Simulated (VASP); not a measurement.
# Ca (P4/mmm) in VASP: notebook, part 2 of 2

VASP 6.6.1.

## (4) Single point, LDA (strain +0.025 along x and y, -0.050 along z)

INCAR reads:

```
PREC = Accurate ; ENCUT = 520
EDIFF = 1E-6 ; ISMEAR = 0
SIGMA = 0.15 ; LREAL = F
LASPH = T ; NELM = 80
ALGO = Normal ; ISIF = 2
LWAVE = F ; LCHARG = F
NBANDS = 11
```

KPOINTS reads:

```
regular mesh
0
Gamma
  14 14 14
```

POSCAR reads:

```
Ca
1.0
    3.5758727485      0.0000000000      0.0000000000
    0.0000000000      3.5758727485      0.0000000000
    0.0000000000      0.0000000000      3.3142235230
Ca
1
Direct
    0.0000000000      0.0000000000      0.0000000000
```

Potentials or basis: VASP PAW LDA potentials, release 64 (Ca_sv).

Started as:

```sh
$ cat potpaw_LDA.64/Ca_sv/POTCAR > POTCAR
$ mpirun -np 1 vasp_std > vasp.out
```

OUTCAR:

```text
PREC = Accurate
   ENCUT = 520
   EDIFF = 1E-6
   ISMEAR = 0
   LREAL = F
   LASPH = T
   NELM = 80
   ISIF = 2

 ion  position               nearest neighbor table
   1  0.000  0.000  0.000-

  LATTYP: Found a simple tetragonal cell.
 ALAT       =     3.5758727485
 C/A-ratio  =     0.9268292683

  Lattice vectors:

 A1 = (   3.5758727485,   0.0000000000,   0.0000000000)
 A2 = (   0.0000000000,   3.5758727485,   0.0000000000)
 A3 = (   0.0000000000,   0.0000000000,   3.3142235230)

Analysis of symmetry for initial positions (statically):
=====================================================================
 Subroutine PRICEL returns:
 Original cell was already a primitive cell.

 Routine SETGRP: Setting up the symmetry group for a
 simple tetragonal supercell.

 Subroutine GETGRP returns: Found 16 space group operations
 (whereof 16 operations were pure point group operations)
 out of a pool of 16 trial point group operations.

The static configuration has the point symmetry D_4h.

Analysis of symmetry for dynamics (positions and initial velocities):
=====================================================================
 Subroutine PRICEL returns:
 Original cell was already a primitive cell.

 Routine SETGRP: Setting up the symmetry group for a
 simple tetragonal supercell.

 Subroutine GETGRP returns: Found 16 space group operations
 (whereof 16 operations were pure point group operations)
 out of a pool of 16 trial point group operations.

The dynamic configuration has the point symmetry D_4h.

 Subroutine INISYM returns: Found 16 space group operations
 (whereof 16 operations are pure point group operations),
 and found     1 'primitive' translations

----------------------------------------------------------------------------------------

                                     Primitive cell

  volume of cell :      42.3785

  direct lattice vectors                    reciprocal lattice vectors
     3.575872749  0.000000000  0.000000000     0.279652010  0.000000000  0.000000000
     0.000000000  3.575872749  0.000000000     0.000000000  0.279652010  0.000000000
     0.000000000  0.000000000  3.314223523     0.000000000  0.000000000  0.301729800

  length of vectors
     3.575872749  3.575872749  3.314223523     0.279652010  0.279652010  0.301729800

  position of ions in fractional coordinates (direct lattice)
     0.000000000  0.000000000  0.000000000

  ion indices of the primitive-cell ions
   primitive index   ion index
                 1           1

----------------------------------------------------------------------------------------

 KPOINTS: regular mesh

Automatic generation of k-mesh.
 Grid dimensions read from file:
 generate k-points for:   14   14   14

 Generating k-lattice:

  Cartesian coordinates                     Fractional coordinates (reciprocal lattice)
     0.019975144  0.000000000  0.000000000     0.071428571  0.000000000  0.000000000
     0.000000000  0.019975144  0.000000000     0.000000000  0.071428571  0.000000000
     0.000000000  0.000000000  0.021552129     0.000000000  0.000000000  0.071428571

  Length of vectors
     0.019975144  0.019975144  0.021552129

  Shift w.r.t. Gamma in fractional coordinates (k-lattice)
     0.000000000  0.000000000  0.000000000

 Subroutine IBZKPT returns following result:
 ===========================================

 Found    288 irreducible k-points:

 Following reciprocal coordinates:
            Coordinates               Weight
  0.000000  0.000000  0.000000      1.000000
  0.071429  0.000000  0.000000      4.000000
  0.142857  0.000000  0.000000      4.000000
  0.214286  0.000000  0.000000      4.000000
  0.285714  0.000000  0.000000      4.000000
  0.357143  0.000000  0.000000      4.000000
[... 16 lines left out ...]
  0.285714  0.214286  0.000000      8.000000
  0.357143  0.214286  0.000000      8.000000
 [... further k-points ...]
   k-points           NKPTS =    288   k-points in BZ     NKDIM =    288   number of bands    NBANDS=     11
   number of dos      NEDOS =    301   number of ions     NIONS =      1
   total plane-waves  NPLWV =  21952
   dimension x,y,z NGX =    28 NGY =   28 NGZ =   28
   dimension x,y,z NGXF=    56 NGYF=   56 NGZF=   56
   ions per type =               1
   NGX,Y,Z   is equivalent  to a cutoff of  13.02, 13.02, 14.05 a.u.
   NGXF,Y,Z  is equivalent  to a cutoff of  26.03, 26.03, 28.09 a.u.
 SYSTEM =  unknown system
   PREC   = accura    normal or accurate (medium, high low for compatibility)
   ISTART =      0    job   : 0-new  1-cont  2-samecut
   ICHARG =      2    charge: 1-file 2-atom 10-const
   ISPIN  =      1    spin polarized calculation?
   LNONCOLLINEAR =      F non collinear calculations
   LSORBIT =      F    spin-orbit coupling
   LASPH  =      T    aspherical Exc in radial PAW
   ENCUT  =  520.0 eV  38.22 Ry    6.18 a.u.   6.65  6.65  6.16*2*pi/ulx,y,z
   NELM   =     80;   NELMIN=  2; NELMDL= -5     # of ELM steps
   EDIFF  = 0.1E-05   stopping-criterion for ELM
   LREAL  =      F    real-space projection
   EDIFFG = 0.1E-04   stopping-criterion for IOM
   NSW    =      0    number of steps for IOM
   IBRION =     -1    ionic relax: 0-MD 1-quasi-New 2-CG
   NFREE  =      0    steps in history (QN), initial steepest desc. (CG)
   ISIF   =      2    stress and relaxation
   ISYM   =      2    0-nonsym 1-usesym 2-fastsym
   POTIM  = 0.5000    time-step for ionic-motion
   TEBEG  =    0.0;   TEEND  =   0.0 temperature during run
   PSTRESS=    0.0 pullay stress
   NELECT =      10.0000    total number of electrons
   NUPDOWN=      -1.0000    fix difference up-down
   EMIN   =  10.00;   EMAX   =-10.00  energy-range for DOS
   EFERMI =   0.00;   METHOD = LEGACY
   ISMEAR =     0;   SIGMA  =   0.15  broadening in eV -4-tet -1-fermi 0-gaus
   EFERMI_NEDOS =   21; number of points for ismear=-14 and -15
   IALGO  =     38    algorithm
   IMIX   =      4    mixing-type and parameters
     AMIX     =   0.40;   BMIX     =  1.00
     AMIX_MAG =   1.60;   BMIX_MAG =  1.00
  volume/ion in A,a.u.               =      42.38       285.98
  Fermi-wavevector in a.u.,A,eV,Ry     =   1.011640  1.911723 13.924426  1.023416
  Thomas-Fermi vector in A             =   2.144702
   LORBIT       =      0    0 simple, 1 ext, 2 COOP (PROOUT), +10 PAW based schemes
   GGA     = CA    functional components
   LHFCALC =     F    Hartree Fock is set to
   AEXX    =    0.0000 exact exchange contribution
   IVDW    =     0    specifies the selected vdW correction
   LEPSILON=     F    determine dielectric tensor
   LRPA    =     F    only Hartree local field effects (RPA)
 non-spin polarized calculation
 Gauss-broadening in eV      SIGMA  =   0.15
  energy-cutoff  :      520.00
  volume of cell :       42.38
 maximum number of plane-waves:      1162
 NGX is ok and might be reduce to    28
   NGX = 13   NGY = 13   NGZ = 13

 number of electron      10.0000000 magnetization

 number of electron       9.9999999 magnetization

 Free energy of the ion-electron system (eV)
  ---------------------------------------------------
  ext. energy  EPLUGINS =         0.00000000
  ---------------------------------------------------
  free energy    TOTEN  =        -1.78738840 eV

  energy without entropy =       -1.77500723  energy(sigma->0) =       -1.78119782

 E-fermi :   1.6288     XC(G=0):  -7.9203

 val. band max:        1.6287777010   @ k =   0.5000   0.0714   0.2857
 cond. band min:       1.6372131086   @ k =   0.2857   0.2857   0.5000
 fundamental gap:      0.0084354076
 Fermi energy:         1.6288378575

 k-point     1 :       0.0000    0.0000    0.0000
  band No.  band energies     occupation
      1     -40.0376      2.00000
      2     -21.2279      2.00000
      3     -21.2279      2.00000
      4     -21.1584      2.00000
      5      -2.2011      2.00000
      6       2.3265      0.00000
      7       2.3681      0.00000
      8       5.5474      0.00000
      9       5.8217      0.00000
     10       5.8217      0.00000
     11       9.7554      0.00000
[... 309 lines left out ...]
 k-point    24 :       0.3571    0.2143    0.0000
  band No.  band energies     occupation
      1     -40.0189      2.00000
      2     -21.3722      2.00000
      3     -21.2863      2.00000
      4     -21.1415      2.00000
      5      -0.1033      2.00000
      6       2.0829      0.00002
      7       2.9445      0.00000
      8       4.0263      0.00000
      9       5.0894      0.00000
     10       5.5285      0.00000
     11       7.0289      0.00000

 [... further k-points ...]

------------------------ aborting loop because EDIFF is reached ----------------------------------------

  FORCE on cell =-STRESS in cart. coord.  units (eV):
  Direction    XX          YY          ZZ          XY          YZ          ZX
  --------------------------------------------------------------------------------------
  -------------------------------------------------------------------------------------
  Total       -0.6505148     -0.6505148      0.4879666      0.0000000      0.0000000     -0.0000000
  in kB      -24.5935856    -24.5935856     18.4482312      0.0000000      0.0000000     -0.0000000
  external PRESSURE =     -10.2463133 kB  Pullay stress =       0.0000000 kB

 VOLUME and BASIS-vectors are now :
 -----------------------------------------------------------------------------
  energy-cutoff  :      520.00
  volume of cell :       42.38
      direct lattice vectors                 reciprocal lattice vectors
     3.575872749  0.000000000  0.000000000     0.279652010  0.000000000  0.000000000
     0.000000000  3.575872749  0.000000000     0.000000000  0.279652010  0.000000000
     0.000000000  0.000000000  3.314223523     0.000000000  0.000000000  0.301729800

 POSITION                                       TOTAL-FORCE (eV/Angst)
 -----------------------------------------------------------------------------------
      0.00000      0.00000      0.00000         0.000000      0.000000      0.000000
 -----------------------------------------------------------------------------------
    total drift:                               -0.000000     -0.000000     -0.000000

  FREE ENERGIE OF THE ION-ELECTRON SYSTEM (eV)
  ---------------------------------------------------
  free  energy   TOTEN  =        -1.7873884018 eV

  energy  without entropy=       -1.7750072297  energy(sigma->0) =       -1.78119782
```

OSZICAR:

```text
N       E                     dE             d eps       ncg     rms          rms(c)
DAV:   1     0.673537001463E+02    0.67354E+02   -0.49711E+03  6336   0.817E+02
DAV:   2    -0.154274481370E+00   -0.67508E+02   -0.66860E+02  6974   0.209E+02
DAV:   3    -0.173370751759E+01   -0.15794E+01   -0.15594E+01  9340   0.311E+01
DAV:   4    -0.180697385593E+01   -0.73266E-01   -0.73081E-01  8153   0.506E+00
DAV:   5    -0.180826784300E+01   -0.12940E-02   -0.12938E-02  8903   0.598E-01    0.234E+00
DAV:   6    -0.179294235143E+01    0.15325E-01   -0.15919E-02  7483   0.129E+00    0.142E+00
DAV:   7    -0.178792541984E+01    0.50169E-02   -0.19386E-02  7811   0.158E+00    0.110E-01
DAV:   8    -0.178738316002E+01    0.54226E-03   -0.24175E-03  6885   0.422E-01    0.328E-02
DAV:   9    -0.178738805440E+01   -0.48944E-05   -0.12732E-04  9107   0.884E-02    0.760E-03
DAV:  10    -0.178738840183E+01   -0.34743E-06   -0.58244E-06  7648   0.193E-02
   1 F= -.17873884E+01 E0= -.17811978E+01  d E =-.123812E-01
```

Wall time 35 s (1 thread of Intel Xeon 6975P-C (Granite Rapids), shared host); peak memory 0.24 GiB.

Results:

- Free energy: -1.7874 eV
- Pressure: -1.0 GPa
- Band gap on the k mesh: zero (band 5 reaches 2.28 eV, above the bottom of band 6 at 1.14 eV)

Caveat: the cell differs from its parent crystal (strain +0.025 along x and y, -0.050 along z).

## (5) Single point, LDA (strain +0.050 along x and y, -0.050 along z)

INCAR reads:

```
SYSTEM = Ca
ALGO     = Fast           ! electronic algorithm
EDIFF    = 1E-7           ! SCF threshold, eV
ENCUT    = 520            ! plane-wave cutoff, eV
ISIF     = 2              ! what is computed and relaxed
ISMEAR   = 0              ! smearing method
LASPH    = .True.         ! aspherical terms in the spheres
LCHARG   = .True.         ! write CHGCAR
LELF     = .True.         ! ELF
LREAL    = .False.        ! projectors in reciprocal space
LVHAR    = .True.       
LWAVE    = .False.        ! write WAVECAR
NBANDS   = 11             ! bands
NELM     = 100            ! most SCF steps
PREC     = Accurate       ! precision mode
SIGMA    = 0.15           ! smearing width, eV
```

KPOINTS reads:

```
k-points
0
Gamma
  14 14 14
  0 0 0
```

POSCAR reads:

```
Ca
1.0
    3.6630891570      0.0000000000      0.0000000000
    0.0000000000      3.6630891570      0.0000000000
    0.0000000000      0.0000000000      3.3142235230
Ca
1
Direct
    0.0000000000      0.0000000000      0.0000000000
```

Started as:

```sh
$ cat potpaw_LDA.64/Ca_sv/POTCAR > POTCAR
$ mpirun -np 1 vasp_std > vasp.out
```

Wall time 57 s (1 thread of Intel Xeon 6975P-C (Granite Rapids), shared host); peak memory 0.24 GiB.

It converged, with:

* Free energy: -1.7520 eV
* Pressure: -1.3 GPa
* Band gap on the k mesh: zero (band 5 reaches 2.12 eV, above the bottom of band 6 at 0.91 eV)

Stress tensor (GPa, compression positive):
```
-3.00  0.00  0.00
 0.00 -3.00  0.00
 0.00  0.00  2.17
```

Levels at points of the mesh, in eV from the Fermi level:
```csv
k point,band 3,band 4,band 5,band 6,band 7,band 8
"(0.00, 0.00, 0.00)",-22.95,-22.87,-3.75,0.68,0.75,3.72
"(0.50, 0.00, 0.00)",-22.94,-22.86,-1.45,-0.53,1.07,2.62
"(0.50, 0.50, 0.00)",-23.08,-22.85,-0.24,0.33,1.92,1.92
"(0.00, 0.00, 0.50)",-22.92,-22.92,-0.74,-0.06,1.48,2.34
"(0.50, 0.00, 0.50)",-23.05,-22.91,-0.34,1.05,2.45,2.59
"(0.50, 0.50, 0.50)",-23.04,-23.04,0.47,0.47,1.09,4.47
```

Caveat: the cell differs from its parent crystal (strain +0.050 along x and y, -0.050 along z).

## (6) Overview

| cell | gap on the mesh (eV) | pressure (GPa) |
| --- | --- | --- |
| a = 3.314, b = 3.314, c = 3.663 Å, 1 atom | none | -0.4 |
| a = 3.401, b = 3.401, c = 3.663 Å, 1 atom | none | -1.1 |
| a = 3.576, b = 3.576, c = 3.314 Å, 1 atom | none | -1.0 |
| a = 3.663, b = 3.663, c = 3.314 Å, 1 atom | none | -1.3 |

Alike in all rows: task single point; level LDA; potentials or basis VASP PAW LDA potentials, release 64 (Ca_sv); no spin polarisation; k mesh 14 × 14 × 14; cutoff (eV) 520; smearing gaussian 0.15 eV.

Absolute energies hang on the potentials; compare differences alone.
